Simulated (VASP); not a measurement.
Si62As (a cell with a defect), 63 atoms in the cell. The cell holds a defect, 63 atoms: a = 10.860 Å, b = 10.860 Å, c = 10.860 Å, α = 90.00°, β = 90.00°, γ = 90.00°. 

| Quantity | Value |
| --- | --- |
| Program | VASP 6.6.1 |
| Task | single point |
| Functional | PBE |
| Dispersion | D3(BJ) |
| Potentials or basis | VASP PAW PBE potentials, release 64 (Si, As) |
| Cutoff | 520 eV |
| k mesh | 1 × 1 × 1 |
| Occupations | gaussian, width 0.05 eV |
| Spin | no spin polarisation |
| Dipole correction | no |
| Charge | 1 |
| Further INCAR settings | LREAL = Auto; ALGO = Normal; EDIFF = 1e-06; NBANDS = 164; NELECT = 252.0 |

Potentials or basis: VASP PAW PBE potentials, release 64 (Si, As).

Command:

```console
$ cat potpaw_PBE.64/Si/POTCAR potpaw_PBE.64/As/POTCAR > POTCAR
$ mpirun -np 1 vasp_gam > vasp.out
```

Hardware: 1 thread of Intel(R) Xeon(R) Platinum 8559C (Emerald Rapids), on a shared host.

How long does it take, and how much memory?

Run time: 4.8 min on 1 thread of Intel(R) Xeon(R) Platinum 8559C (Emerald Rapids) (shared host), peak memory 1 GiB. Counts: scf iterations 16, k points 1.
